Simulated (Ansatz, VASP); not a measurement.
**C: VASP beside Ansatz**

File INCAR:

```
PREC     = Accurate       # precision mode
ENCUT    = 520            # plane-wave cutoff, eV
EDIFF    = 1E-6           # SCF threshold, eV
ISMEAR   = 0              # smearing method
SIGMA    = 0.05           # smearing width, eV
LREAL    = Auto         
LASPH    = T              # aspherical terms in the spheres
NELM     = 60             # most SCF steps
ALGO     = Normal         # electronic algorithm
ISIF     = 2              # what is computed and relaxed
LWAVE    = F              # write WAVECAR
LCHARG   = F              # write CHGCAR
GGA      = PE             # functional
NBANDS   = 43             # bands
```

The input KPOINTS:

```
regular mesh
0
Gamma
  6 6 6
```

Contents of POSCAR:

```
C
1.0
    3.5715485858      0.0000000000     -3.5715485858
    0.0000000000      3.5715485858     -3.5715485858
    3.5715485858      3.5715485858      0.0000000000
C
15
Direct
    0.2500000000      0.2500000000      0.2500000000
    0.2500000000      0.7500000000      0.7500000000
    0.2500000000      0.7500000000      0.2500000000
    0.7500000000      0.2500000000      0.7500000000
    0.7500000000      0.2500000000      0.2500000000
    0.7500000000      0.7500000000      0.7500000000
    0.7500000000      0.7500000000      0.2500000000
    0.1250000000      0.1250000000      0.1250000000
    0.1250000000      0.1250000000      0.6250000000
    0.1250000000      0.6250000000      0.1250000000
    0.1162430119      0.5312500000      0.6762534940
    0.6250000000      0.1250000000      0.1250000000
    0.6250000000      0.1250000000      0.6250000000
    0.6250000000      0.6250000000      0.1250000000
    0.6250000000      0.6250000000      0.6250000000
```

Input for Ansatz:

```yaml
crystal:
  lattice:
    - [3.5715485858, 0.0, -3.5715485858]
    - [0.0, 3.5715485858, -3.5715485858]
    - [3.5715485858, 3.5715485858, 0.0]
  atoms:
    - { symbol: C, position: [0.25, 0.25, 0.25] }
    - { symbol: C, position: [0.25, 0.75, 0.75] }
    - { symbol: C, position: [0.25, 0.75, 0.25] }
    - { symbol: C, position: [0.75, 0.25, 0.75] }
    - { symbol: C, position: [0.75, 0.25, 0.25] }
    - { symbol: C, position: [0.75, 0.75, 0.75] }
    - { symbol: C, position: [0.75, 0.75, 0.25] }
    - { symbol: C, position: [0.125, 0.125, 0.125] }
    - { symbol: C, position: [0.125, 0.125, 0.625] }
    - { symbol: C, position: [0.125, 0.625, 0.125] }
    - { symbol: C, position: [0.1162430119, 0.53125, 0.676253494] }
    - { symbol: C, position: [0.625, 0.125, 0.125] }
    - { symbol: C, position: [0.625, 0.125, 0.625] }
    - { symbol: C, position: [0.625, 0.625, 0.125] }
    - { symbol: C, position: [0.625, 0.625, 0.625] }
basis:
  ecutwfc: 420
kpoints:
  mp_grid: { grid: [6, 6, 6] }
hamiltonian:
  xc: pbe
  pseudopotentials: { kind: paw, azcp: { folder: soft_1 } }
scf:
  occupations: { method: gaussian, width: 0.05 }
output:
  forces: true
  stress: true
  eigenvalues: true
  write_density: true
  write_potential: true
  elf: true
  volumetric_format: npy
```

Change from the starting cell: C vacancy; atom 11 moved 0.250 of the way to it and +0.175 Å across, host rigid.

Alike in both runs: task single point; functional PBE; k mesh 6 × 6 × 6; occupations gaussian, width 0.05 eV; no spin polarisation.

|  | VASP | Ansatz |
| --- | --- | --- |
| version | VASP 6.6.1 | Ansatz 0.2.0 |
| potentials or method | VASP PAW PBE potentials, release 64 (C), cutoff 520 eV | scalar-relativistic, plane waves, PAW |
| valence electrons in the cell | 60 | 60 |

```csv
,VASP,Ansatz,Ansatz less VASP
gap on the k mesh at the Fermi level (eV),none,none,-
pressure (GPa),-8.3,-9.2,-0.88
"traceless stress, the component that is largest in VASP (GPa)",-10.28,-10.28,-0.005
rms of the force components (eV/Å),1.523,1.529,+0.0055
```

Atom by atom the forces differ by 0.009 eV/Å (rms over components). A gap of «none» marks a metal or a gap that the smearing closes.
